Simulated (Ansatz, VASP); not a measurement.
Two plane-wave programs on HfH2

File INCAR:

```
  ALGO = Normal
  EDIFF = 1E-7
  EDIFFG = -0.05
  ENCUT = 600
  IBRION = 2
  ISIF = 3
  ISMEAR = 0
  LASPH = T
  LCHARG = F
  LREAL = F
  LWAVE = F
  NELM = 80
  NSW = 100
  PREC = Accurate
  SIGMA = 0.1
```

The input KPOINTS:

```
k-points
0
Gamma
  8 8 8
```

POSCAR

```
HfH2
1.0
   -1.7390000000      1.7390000000      2.1805000000
    1.7390000000     -1.7390000000      2.1805000000
    1.7390000000      1.7390000000     -2.1805000000
Hf H
1 2
Direct
    0.0000000000      0.0000000000      0.0000000000
    0.7500000000      0.2500000000      0.5000000000
    0.2500000000      0.7500000000      0.5000000000
```

Input for Ansatz:

```yaml
crystal:
  lattice:
    - [-1.739, 1.739, 2.1805]
    - [1.739, -1.739, 2.1805]
    - [1.739, 1.739, -2.1805]
  atoms:
    - { symbol: Hf, position: [0.0, 0.0, 0.0] }
    - { symbol: H, position: [0.75, 0.25, 0.5] }
    - { symbol: H, position: [0.25, 0.75, 0.5] }
basis:
  ecutwfc: 420
kpoints:
  mp_grid: { grid: [8, 8, 8] }
hamiltonian:
  xc: lda
scf:
  occupations: { method: gaussian, width: 0.1 }
output:
  forces: true
  stress: true
  eigenvalues: true
relax:
  adjacent_minimum: "off"
  f_tol: 0.05
  max_steps: 80
  cell: { stress_tol: 0.5 }
```

Alike in both runs: task relaxation of cell and atoms; functional LDA; k mesh 8 × 8 × 8; occupations gaussian, width 0.1 eV; no spin polarisation.

|  | VASP | Ansatz |
| --- | --- | --- |
| version | VASP 6.6.1 | Ansatz 0.2.0 |
| potentials or method | VASP PAW LDA potentials, release 64 (Hf_pv, H), cutoff 600 eV | scalar-relativistic, plane waves, PAW |
| valence electrons in the cell | 12 | 28 |

|  | VASP | Ansatz | Ansatz less VASP |
| --- | --- | --- | --- |
| gap on the k mesh at the Fermi level, each at its own relaxed structure (eV) | none | none | - |
| relaxed volume (Å³/atom) | 8.30 | 8.28 | -0.018 |
| relaxed length of the cell vector where the two differ most in proportion (Å) | 3.221 | 3.214 | -0.0072 |

LDA's correlation is that of Perdew and Zunger in VASP and of Perdew and Wang (1992) in Ansatz. A gap of «none» marks a metal or a gap that the smearing closes. VASP's potentials hold 12 valence electrons a cell and Ansatz's 28, so a difference there can come from the potentials and not from the codes.

Spin-orbit coupling is off throughout.
